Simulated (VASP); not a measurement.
MoS2:

```xyz
6
Lattice="3.1010 0.0000 0.0000 -1.5505 2.6855 0.0000 0.0000 0.0000 12.5224" Properties=species:S:1:pos:R:3 pbc="T T T"
Mo    0.0000    1.7903    3.1306
Mo    1.5505    0.8952    9.3918
S     0.0000    1.7903    7.8465
S     1.5505    0.8952    1.5854
S     0.0000    1.7903   10.9370
S     1.5505    0.8952    4.6758
```

| Item | Value |
| --- | --- |
| Program | VASP 6.6.1 |
| Task | relaxation of cell and atoms |
| Functional | PBEsol |
| Potentials or basis | VASP PAW PBE potentials, release 64 (Mo_sv, S) |
| Cutoff | 600 eV |
| k mesh | 12 × 12 × 4 |
| Occupations | gaussian, width 0.02 eV |
| Spin | no spin polarisation |

At the start: pressure 5.7 GPa; volume 17.38 Å³/atom.

Task: Where does the relaxation end?

Result: Over 5 steps the energy falls by 10.5 meV/atom and the volume is 17.93 Å³/atom (+3.2 %); space group P6_3/mmc (No. 194, to 0.1 Å) before and after.

Step by step:
| step | energy change (eV) | largest force (eV/Å) | pressure (GPa) | volume (Å³) |
| --- | --- | --- | --- | --- |
| 1 | 0.0000 | 0.5664 | 5.65 | 104.28 |
| 2 | 0.1975 | 1.3035 | -9.45 | 113.81 |
| 3 | -0.0596 | 0.1079 | 0.02 | 107.25 |
| 4 | -0.0597 | 0.0937 | 0.15 | 107.18 |
| 5 | -0.0632 | 0.0062 | -0.02 | 107.58 |

Final structure:
```
Mo S
1.0
     3.14189    0.00000    0.00000
    -1.57095    2.72096    0.00000
     0.00000    0.00000   12.58454
Mo S
2 4
Direct
  0.33333 0.66667 0.25000
  0.66667 0.33333 0.75000
  0.33333 0.66667 0.62615
  0.66667 0.33333 0.12615
  0.33333 0.66667 0.87385
  0.66667 0.33333 0.37385
```

Caveat: the PAW data sets were made with another functional, which shifts forces and pressure a little; this functional lacks dispersion, which binds layers or chains, so the pressure and a relaxed spacing across them are unreliable.
